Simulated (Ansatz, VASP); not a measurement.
**Ta: VASP beside Ansatz**

```
Ta
1.0
    -1.61888    1.61888    1.61888
     1.61888   -1.61888    1.61888
     1.61888    1.61888   -1.61888
Ta
1
Direct
  0.00000 0.00000 0.00000
```

Alike in both runs: functional PBEsol; dispersion D3(BJ); k mesh 8 × 8 × 8; occupations gaussian, width 0.1 eV; no spin polarisation.

Ansatz relaxed the structure, and its values are those at the end. VASP's run is a single point on that final structure, the one shown.

|  | VASP | Ansatz |
| --- | --- | --- |
| version | VASP 6.6.1 | Ansatz 0.2.0 |
| potentials or method | VASP PAW PBE potentials, release 64 (Ta_pv), cutoff 500 eV | scalar-relativistic, plane waves, PAW |
| valence electrons in the cell | 11 | 13 |

Ansatz gave:

- gap on the k mesh at the Fermi level (eV): none
- pressure (GPa): 0.1

Estimate VASP's values.

gap on the k mesh at the Fermi level (eV): none; pressure (GPa): 0.4.

VASP's potentials were made for PBE, not for PBEsol, and Ansatz warns of the same on its side. A gap of «none» marks a metal or a gap that the smearing closes. VASP's potentials hold 11 valence electrons a cell and Ansatz's 13, so a difference there can come from the potentials and not from the codes.

Neither program's run includes spin-orbit coupling.
